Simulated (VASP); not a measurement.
# AgRh (P-6m2) in VASP: a series of runs

AgRh is run at these levels: HSE06, PBEsol; tasks: single point.

All numbers are computed with VASP 6.6.1; they aren't measurements. Logs are shortened: lines on timing, memory, paths and dates and some standing lists are left out, and cuts for length are marked.

### Step 1. The cell of the first run

Symmetry: P-6m2, No. 187, hexagonal system. Conventional cell: a = 2.778 Å, b = 2.778 Å, c = 4.809 Å, α = 90.00°, β = 90.00°, γ = 120.00°. Within 3.7 Å of Ag (site symmetry -6m2) lie 6 Ag at 2.78 Å and 6 Rh at 2.89 Å. Within 3.7 Å of Rh (site symmetry -6m2) lie 6 Rh at 2.78 Å and 6 Ag at 2.89 Å.

### Step 2. Single point, HSE06

Input file POSCAR:

```
AgRh
1.0
    2.7775881998      0.0000000000      0.0000000000
   -1.3887940999      2.4054619423      0.0000000000
    0.0000000000      0.0000000000      4.8086020000
Ag Rh
1 1
Direct
    0.0000000000      0.0000000000      0.5000000000
    0.6666666667      0.3333333333      0.0000000000
```

Input file INCAR.step1:

```
SYSTEM = AgRh
  ALGO = Normal
  EDIFF = 1E-5
  ENCUT = 520
  GGA = PE
  ISIF = 2
  ISMEAR = 1
  LASPH = .True.
  LREAL = .False.
  LWAVE = .True.
  NBANDS = 20
  NELM = 60
  PREC = Accurate
  SIGMA = 0.05
```

Input file INCAR.step2:

```
SYSTEM = AgRh
  ALGO = Normal
  EDIFF = 1E-7
  ENCUT = 520
  GGA = PE
  HFSCREEN = 0.2079
  ISIF = 2
  ISMEAR = 1
  ISTART = 1
  LASPH = .True.
  LCHARG = .True.
  LELF = .True.
  LHFCALC = .True.
  LREAL = .False.
  LVHAR = .True.
  LWAVE = .False.
  NBANDS = 20
  NELM = 60
  PREC = Accurate
  PRECFOCK = Normal
  SIGMA = 0.05
```

Input file KPOINTS:

```
k-points
0
Gamma
  6 6 3
  0 0 0
```

Potentials or basis: VASP PAW PBE potentials, release 64 (Ag, Rh_pv).

Run with:

```sh
cat potpaw_PBE.64/Ag/POTCAR potpaw_PBE.64/Rh_pv/POTCAR > POTCAR
cp INCAR.step1 INCAR
mpirun -np 1 vasp_std > vasp.out
cp INCAR.step2 INCAR
mpirun -np 1 vasp_std > vasp.out
```

OUTCAR:

```text
SYSTEM = AgRh
   EDIFF = 1E-7
   ENCUT = 520
   GGA = PE
   HFSCREEN = 0.2079
   ISIF = 2
   ISMEAR = 1
   ISTART = 1
   LASPH = .True.
   LHFCALC = .True.
   LREAL = .False.
   NELM = 60
   PREC = Accurate
   PRECFOCK = Normal

 ion  position               nearest neighbor table
   1  0.000  0.000  0.500-   2 2.89   2 2.89   2 2.89   2 2.89   2 2.89   2 2.89
   2  0.667  0.333  0.000-   1 2.89   1 2.89   1 2.89   1 2.89   1 2.89   1 2.89

  LATTYP: Found a hexagonal cell.
 ALAT       =     2.7775881998
 C/A-ratio  =     1.7312148721

  Lattice vectors:

 A1 = (   2.7775881998,   0.0000000000,   0.0000000000)
 A2 = (  -1.3887940999,   2.4054619423,   0.0000000000)
 A3 = (   0.0000000000,   0.0000000000,   4.8086020000)

Analysis of symmetry for initial positions (statically):
=====================================================================
 Subroutine PRICEL returns:
 Original cell was already a primitive cell.

 Routine SETGRP: Setting up the symmetry group for a
 hexagonal supercell.

 Subroutine GETGRP returns: Found 12 space group operations
 (whereof 12 operations were pure point group operations)
 out of a pool of 24 trial point group operations.

The static configuration has the point symmetry D_3h.

Analysis of symmetry for dynamics (positions and initial velocities):
=====================================================================
 Subroutine PRICEL returns:
 Original cell was already a primitive cell.

 Routine SETGRP: Setting up the symmetry group for a
 hexagonal supercell.

 Subroutine GETGRP returns: Found 12 space group operations
 (whereof 12 operations were pure point group operations)
 out of a pool of 24 trial point group operations.

The dynamic configuration has the point symmetry D_3h.

 Subroutine INISYM returns: Found 12 space group operations
 (whereof 12 operations are pure point group operations),
 and found     1 'primitive' translations

----------------------------------------------------------------------------------------

                                     Primitive cell

  volume of cell :      32.1281

  direct lattice vectors                    reciprocal lattice vectors
     2.777588200  0.000000000  0.000000000     0.360024571  0.207860283  0.000000000
    -1.388794100  2.405461942  0.000000000     0.000000000  0.415720566  0.000000000
     0.000000000  0.000000000  4.808602000     0.000000000  0.000000000  0.207960651

  length of vectors
     2.777588200  2.777588200  4.808602000     0.415720566  0.415720566  0.207960651

  position of ions in fractional coordinates (direct lattice)
     0.000000000  0.000000000  0.500000000
     0.666666667  0.333333333  0.000000000

  ion indices of the primitive-cell ions
   primitive index   ion index
                 1           1
                 2           2

----------------------------------------------------------------------------------------

 KPOINTS: k-points

Automatic generation of k-mesh.
 Grid dimensions read from file:
 generate k-points for:    6    6    3

 Generating k-lattice:

  Cartesian coordinates                     Fractional coordinates (reciprocal lattice)
     0.060004095  0.034643380  0.000000000     0.166666667  0.000000000  0.000000000
     0.000000000  0.069286761  0.000000000     0.000000000  0.166666667  0.000000000
     0.000000000  0.000000000  0.069320217     0.000000000  0.000000000  0.333333333

  Length of vectors
     0.069286761  0.069286761  0.069320217

  Shift w.r.t. Gamma in fractional coordinates (k-lattice)
     0.000000000  0.000000000  0.000000000

 Subroutine IBZKPT returns following result:
 ===========================================

 Found     14 irreducible k-points:

 Following reciprocal coordinates:
            Coordinates               Weight
  0.000000  0.000000  0.000000      1.000000
  0.166667  0.000000  0.000000      6.000000
  0.333333  0.000000  0.000000      6.000000
  0.500000  0.000000  0.000000      3.000000
  0.166667  0.166667  0.000000      6.000000
  0.333333  0.166667  0.000000     12.000000
  0.333333  0.333333  0.000000      2.000000
  0.000000  0.000000  0.333333      2.000000
  0.166667  0.000000  0.333333     12.000000
  0.333333  0.000000  0.333333     12.000000
  0.500000  0.000000  0.333333      6.000000
  0.166667  0.166667  0.333333     12.000000
  0.333333  0.166667  0.333333     24.000000
  0.333333  0.333333  0.333333      4.000000
   k-points           NKPTS =     14   k-points in BZ     NKDIM =    108   number of bands    NBANDS=     20
   number of dos      NEDOS =    301   number of ions     NIONS =      2
   total plane-waves  NPLWV =  20736
   dimension x,y,z NGX =    24 NGY =   24 NGZ =   36
   dimension x,y,z NGXF=    48 NGYF=   48 NGZF=   72
   ions per type =               1   1
   NGX,Y,Z   is equivalent  to a cutoff of  14.36, 14.36, 12.45 a.u.
   NGXF,Y,Z  is equivalent  to a cutoff of  28.73, 28.73, 24.89 a.u.
 SYSTEM =  AgRh
   PREC   = accura    normal or accurate (medium, high low for compatibility)
   ISTART =      1    job   : 0-new  1-cont  2-samecut
   ICHARG =      0    charge: 1-file 2-atom 10-const
   ISPIN  =      1    spin polarized calculation?
   LNONCOLLINEAR =      F non collinear calculations
   LSORBIT =      F    spin-orbit coupling
   LASPH  =      T    aspherical Exc in radial PAW
   ENCUT  =  520.0 eV  38.22 Ry    6.18 a.u.   5.16  5.16  8.94*2*pi/ulx,y,z
   NELM   =     60;   NELMIN=  2; NELMDL=  0     # of ELM steps
   EDIFF  = 0.1E-06   stopping-criterion for ELM
   LREAL  =      F    real-space projection
   EDIFFG = 0.1E-05   stopping-criterion for IOM
   NSW    =      0    number of steps for IOM
   IBRION =     -1    ionic relax: 0-MD 1-quasi-New 2-CG
   NFREE  =      0    steps in history (QN), initial steepest desc. (CG)
   ISIF   =      2    stress and relaxation
   ISYM   =      3    0-nonsym 1-usesym 2-fastsym
   POTIM  = 0.5000    time-step for ionic-motion
   TEBEG  =    0.0;   TEEND  =   0.0 temperature during run
   PSTRESS=    0.0 pullay stress
   NELECT =      26.0000    total number of electrons
   NUPDOWN=      -1.0000    fix difference up-down
   EMIN   =  10.00;   EMAX   =-10.00  energy-range for DOS
   EFERMI =   0.00;   METHOD = LEGACY
   ISMEAR =     1;   SIGMA  =   0.05  broadening in eV -4-tet -1-fermi 0-gaus
   EFERMI_NEDOS =   21; number of points for ismear=-14 and -15
   IALGO  =     38    algorithm
   IMIX   =      1    mixing-type and parameters
     AMIX     =   0.40;   BMIX     =  1.00
     AMIX_MAG =   1.60;   BMIX_MAG =  1.00
  volume/ion in A,a.u.               =      16.06       108.41
  Fermi-wavevector in a.u.,A,eV,Ry     =   1.525589  2.882945 31.666497  2.327422
  Thomas-Fermi vector in A             =   2.633739
   LORBIT       =      0    0 simple, 1 ext, 2 COOP (PROOUT), +10 PAW based schemes
   GGA     = PE    functional components
   LHFCALC =     T    Hartree Fock is set to
   PRECFOCK=normal    Normal, Fast or Accurate (Low or Medium for compatibility)
   ENCUT4O =  -1.0   cutoff for four orbital integrals eV
   NKREDX  =     1    reduce k-point grid by
   NKREDY  =     1    reduce k-point grid by
   NKREDZ  =     1    reduce k-point grid by
   AEXX    =    0.2500 exact exchange contribution
   HFSCREEN=    0.2079 screening length (either q_TF or 0.3 A-1)
   HFSCREENC=   0.2079 screening length for correlation (either q_TF or 0.3 A-1)
   ENCUTFOCK=  -1.0 apply spherical cutoff to Coloumb kernel
   IVDW    =     0    specifies the selected vdW correction
   LEPSILON=     F    determine dielectric tensor
   LRPA    =     F    only Hartree local field effects (RPA)
 non-spin polarized calculation
 Methfessel and Paxton  Order N= 1 SIGMA  =   0.05
  energy-cutoff  :      520.00
  volume of cell :       32.13
 maximum number of plane-waves:       870
 NGX is ok and might be reduce to    24
  NGX = 16; NGY = 16; NGZ = 28

 number of electron      25.9999997 magnetization

 Free energy of the ion-electron system (eV)
  ---------------------------------------------------
  ext. energy  EPLUGINS =         0.00000000
  ---------------------------------------------------
  free energy    TOTEN  =       -10.73232918 eV

  energy without entropy =      -10.73158653  energy(sigma->0) =      -10.73208163

 E-fermi :   8.1105     XC(G=0): -10.4120

 val. band max:        8.0884779390   @ k =   0.1667   0.0000   0.3333
 cond. band min:       8.2215850343   @ k =   0.1667   0.0000   0.0000
 fundamental gap:      0.1331070953
 Fermi energy:         8.1104591600

 k-point     1 :       0.0000    0.0000    0.0000
  band No.  band energies     occupation
      1     -40.3624      2.00000
      2     -40.3624      2.00000
      3     -40.1706      2.00000
      4       0.6227      2.00000
      5       1.6822      2.00000
      6       3.1118      2.00000
[... 12 lines left out ...]
     19      28.5189      0.00000
     20      31.3230      0.00000

 k-point     2 :       0.1667    0.0000    0.0000
  band No.  band energies     occupation
      1     -40.4886      2.00000
      2     -40.3945      2.00000
      3     -40.1546      2.00000
      4       1.5201      2.00000
      5       2.1325      2.00000
      6       2.9181      2.00000
[... 12 lines left out ...]
     19      27.8323      0.00000
     20      27.9353      0.00000

 k-point     3 :       0.3333    0.0000    0.0000
  band No.  band energies     occupation
      1     -40.7359      2.00000
      2     -40.4565      2.00000
      3     -40.1248      2.00000
      4       1.6549      2.00000
      5       2.5582      2.00000
      6       2.8294      2.00000
[... 12 lines left out ...]
     19      24.5277      0.00000
     20      25.8055      0.00000

 k-point     4 :       0.5000    0.0000    0.0000
  band No.  band energies     occupation
      1     -40.8570      2.00000
      2     -40.4862      2.00000
      3     -40.1105      2.00000
      4       1.3619      2.00000
      5       2.1002      2.00000
      6       2.8743      2.00000
[... 12 lines left out ...]
     19      21.9145      0.00000
     20      22.4970      0.00000

 k-point     5 :       0.1667    0.1667    0.0000
  band No.  band energies     occupation
      1     -40.6512      2.00000
      2     -40.4647      2.00000
      3     -40.1321      2.00000
      4       2.4167      2.00000
      5       2.6711      2.00000
      6       2.8949      2.00000
[... 12 lines left out ...]
     19      26.1520      0.00000
     20      27.9000      0.00000

 k-point     6 :       0.3333    0.1667    0.0000
  band No.  band energies     occupation
      1     -40.7934      2.00000
      2     -40.5492      2.00000
      3     -40.1105      2.00000
      4       1.9711      2.00000
      5       2.3108      2.00000
      6       3.1560      2.00000
[... 12 lines left out ...]
     19      23.2327      0.00000
     20      23.3490      0.00000

 k-point     7 :       0.3333    0.3333    0.0000
  band No.  band energies     occupation
      1     -40.7088      2.00000
      2     -40.7077      2.00000
      3     -40.1034      2.00000
      4       2.3917      2.00000
      5       2.8556      2.00000
      6       3.0405      2.00000
[... 12 lines left out ...]
     19      21.8425      0.00000
     20      22.5019      0.00000

 k-point     8 :       0.0000    0.0000    0.3333
  band No.  band energies     occupation
      1     -40.3622      2.00000
      2     -40.3622      2.00000
      3     -40.1690      2.00000
      4       1.2342      2.00000
      5       2.1189      2.00000
      6       3.0850      2.00000
[... 12 lines left out ...]
     19      27.4982      0.00000
     20      30.7674      0.00000

 k-point     9 :       0.1667    0.0000    0.3333
  band No.  band energies     occupation
      1     -40.4887      2.00000
      2     -40.3943      2.00000
      3     -40.1541      2.00000
      4       1.9216      2.00000
      5       2.5526      2.00000
      6       2.9311      2.00000
[... 12 lines left out ...]
     19      26.7238      0.00000
     20      28.5874      0.00000

 k-point    10 :       0.3333    0.0000    0.3333
  band No.  band energies     occupation
      1     -40.7361      2.00000
      2     -40.4564      2.00000
      3     -40.1252      2.00000
      4       1.7095      2.00000
      5       2.2134      2.00000
      6       3.0518      2.00000
[... 12 lines left out ...]
     19      25.5355      0.00000
     20      25.7854      0.00000

 k-point    11 :       0.5000    0.0000    0.3333
  band No.  band energies     occupation
      1     -40.8570      2.00000
      2     -40.4861      2.00000
      3     -40.1110      2.00000
      4       1.4048      2.00000
      5       1.8605      2.00000
      6       3.0057      2.00000
[... 12 lines left out ...]
     19      23.9538      0.00000
     20      24.0481      0.00000

 k-point    12 :       0.1667    0.1667    0.3333
  band No.  band energies     occupation
      1     -40.6514      2.00000
      2     -40.4646      2.00000
      3     -40.1324      2.00000
      4       2.4455      2.00000
      5       2.5291      2.00000
      6       2.7907      2.00000
[... 12 lines left out ...]
     19      24.8221      0.00000
     20      25.4418      0.00000

 k-point    13 :       0.3333    0.1667    0.3333
  band No.  band energies     occupation
      1     -40.7933      2.00000
      2     -40.5491      2.00000
      3     -40.1109      2.00000
      4       1.9920      2.00000
      5       2.2151      2.00000
      6       3.0593      2.00000
[... 12 lines left out ...]
     19      23.1487      0.00000
     20      23.5819      0.00000

 k-point    14 :       0.3333    0.3333    0.3333
  band No.  band energies     occupation
      1     -40.7086      2.00000
      2     -40.7076      2.00000
      3     -40.1038      2.00000
      4       2.6060      2.00000
      5       2.7118      2.00000
      6       3.1176      2.00000
[... 12 lines left out ...]
     19      18.7871      0.00000
     20      26.4370      0.00000

------------------------ aborting loop because EDIFF is reached ----------------------------------------

  FORCE on cell =-STRESS in cart. coord.  units (eV):
  Direction    XX          YY          ZZ          XY          YZ          ZX
  --------------------------------------------------------------------------------------
  -------------------------------------------------------------------------------------
  Total       -1.5087185     -1.5087185     -0.8889651      0.0000000     -0.0000000      0.0000000
  in kB      -75.2373698    -75.2373698    -44.3312650      0.0000000     -0.0000000      0.0000000
  external PRESSURE =     -64.9353349 kB  Pullay stress =       0.0000000 kB

 VOLUME and BASIS-vectors are now :
 -----------------------------------------------------------------------------
  energy-cutoff  :      520.00
  volume of cell :       32.13
      direct lattice vectors                 reciprocal lattice vectors
     2.777588200  0.000000000  0.000000000     0.360024571  0.207860283  0.000000000
    -1.388794100  2.405461942  0.000000000     0.000000000  0.415720566  0.000000000
     0.000000000  0.000000000  4.808602000     0.000000000  0.000000000  0.207960651

 POSITION                                       TOTAL-FORCE (eV/Angst)
 -----------------------------------------------------------------------------------
      0.00000      0.00000      2.40430        -0.000000      0.000000      0.000000
      1.38879      0.80182      0.00000         0.000000     -0.000000      0.000000
 -----------------------------------------------------------------------------------
    total drift:                               -0.000000      0.000000      0.000000

  FREE ENERGIE OF THE ION-ELECTRON SYSTEM (eV)
  ---------------------------------------------------
  free  energy   TOTEN  =       -10.7323291821 eV

  energy  without entropy=      -10.7315865327  energy(sigma->0) =      -10.73208163
```

Run time: 15 min. Hardware: 1 thread of Intel Xeon 6975P-C (Granite Rapids), shared host; peak memory 0.27 GiB.

Results:

| Item | Value |
| --- | --- |
| Free energy | -10.7323 eV |
| Pressure | -6.5 GPa |
| Band gap on the k mesh | zero (band 13 reaches 9.71 eV, above the bottom of band 14 at 8.09 eV) |

Levels at points of the mesh, in eV from the Fermi level:
```tsv
k point	band 10	band 11	band 12	band 13	band 14	band 15	band 16	band 17
(0.00, 0.00, 0.00)	-3.72	-2.01	-2.01	0.29	0.29	0.78	6.59	18.09
(0.50, 0.00, 0.00)	-2.76	-1.73	-0.33	1.60	2.42	4.99	9.81	10.02
```

Caveat: the k points lie up to 0.44 Å⁻¹ apart; the PAW data sets were made with another functional, which shifts forces and pressure a little.

### Step 3. Single point, PBEsol (volume scaled by 0.94)

Input file INCAR:

```
SYSTEM = AgRh
PREC = Accurate
ENCUT = 520
EDIFF = 1E-7
ISMEAR = -1
SIGMA = 0.05
LREAL = .False.
LASPH = .True.
NELM = 60
ALGO = Normal
ISIF = 2
LWAVE = .False.
LCHARG = .False.
GGA = PS
NBANDS = 20
```

Input file KPOINTS:

```
Automatic mesh
0
Gamma
  11 11 6
  0 0 0
```

Input file POSCAR:

```
AgRh
1.0
    2.7208868163      0.0000000000      0.0000000000
   -1.3604434081      2.3563571037      0.0000000000
    0.0000000000      0.0000000000      4.7104397215
Ag Rh
1 1
Direct
    0.0000000000      0.0000000000      0.5000000000
    0.6666666667      0.3333333333      0.0000000000
```

Potentials or basis: VASP PAW PBE potentials, release 64 (Ag, Rh_pv).

Run with:

```sh
cat potpaw_PBE.64/Ag/POTCAR potpaw_PBE.64/Rh_pv/POTCAR > POTCAR
mpirun -np 1 vasp_std > vasp.out
```

Wall time 24 s (1 thread of Intel Xeon Platinum 8375C at 2.90GHz (Ice Lake), shared host); peak memory 0.16 GiB.

The run converged. Its results:

| Property | Result |
| --- | --- |
| Free energy | -10.9055 eV |
| Pressure | -1.1 GPa |
| Band gap on the k mesh | zero (band 13 reaches 10.77 eV, above the bottom of band 14 at 9.30 eV) |

Stress tensor (GPa, compression positive):
```
-0.46  0.00  0.00
 0.00 -0.46  0.00
 0.00  0.00 -2.36
```

Levels at points of the mesh, in eV from the Fermi level:
```csv
k point,band 11,band 12,band 13,band 14,band 15,band 16
"(0.00, 0.00, 0.00)",-1.96,-1.96,-0.02,0.15,0.15,5.75
"(0.00, 0.00, 0.50)",-2.75,-1.72,-1.72,0.10,0.10,11.99
```

Caveat: the PAW data sets were made with another functional, which shifts forces and pressure a little.
